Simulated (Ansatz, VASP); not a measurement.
## Two plane-wave programs on ScAl3

File INCAR:

```
PREC     = Accurate       # precision mode
ENCUT    = 520            # plane-wave cutoff, eV
EDIFF    = 1E-6           # SCF threshold, eV
ISMEAR   = 0              # smearing method
SIGMA    = 0.15           # smearing width, eV
LREAL    = False          # projectors in reciprocal space
LASPH    = True           # aspherical terms in the spheres
NELM     = 60             # most SCF steps
ALGO     = Fast           # electronic algorithm
ISIF     = 2              # what is computed and relaxed
LWAVE    = False          # write WAVECAR
LCHARG   = False          # write CHGCAR
GGA      = PE             # functional
NBANDS   = 18             # bands
```

The input KPOINTS:

```
regular mesh
0
Gamma
  12 12 12
```

The input POSCAR:

```
ScAl3
1.0
    4.1053305968      0.0000000000      0.0000000000
    0.0000000000      4.1053305968     -0.1026332649
    0.0000000000     -0.1026332649      4.1053305968
Sc Al
1 3
Direct
    0.0000000000      0.0000000000      0.0000000000
    0.5000000000      0.0000000000      0.5000000000
    0.0000000000      0.5000000000      0.5000000000
    0.5000000000      0.5000000000      0.0000000000
```

Input for Ansatz:

```yaml
crystal:
  lattice:
    - [4.1053305968, 0.0, 0.0]
    - [0.0, 4.1053305968, -0.1026332649]
    - [0.0, -0.1026332649, 4.1053305968]
  atoms:
    - { symbol: Sc, position: [0.0, 0.0, 0.0] }
    - { symbol: Al, position: [0.5, 0.0, 0.5] }
    - { symbol: Al, position: [0.0, 0.5, 0.5] }
    - { symbol: Al, position: [0.5, 0.5, 0.0] }
basis:
  ecutwfc: 420
kpoints:
  mp_grid: { grid: [12, 12, 12] }
hamiltonian:
  xc: pbe
scf:
  occupations: { method: gaussian, width: 0.15 }
output:
  forces: true
  stress: true
  eigenvalues: true
```

Change from the starting cell: strain -0.0500 x Voigt [0, 0, 0, 1, 0, 0], atoms carried along.

Alike in both runs: task single point; functional PBE; k mesh 12 × 12 × 12; occupations gaussian, width 0.15 eV; no spin polarisation.

|  | VASP | Ansatz |
| --- | --- | --- |
| version | VASP 6.6.1 | Ansatz 0.2.0 |
| potentials or method | VASP PAW PBE potentials, release 64 (Sc_sv, Al), cutoff 520 eV | scalar-relativistic, plane waves, PAW |
| valence electrons in the cell | 20 | 20 |

```tsv
	VASP	Ansatz	Ansatz less VASP
gap on the k mesh at the Fermi level (eV)	none	none	-
pressure (GPa)	0.4	0.4	-0.01
traceless stress, the component that is largest in VASP (GPa)	3.56	3.56	-0.004
```

A gap of «none» marks a metal or a gap that the smearing closes.
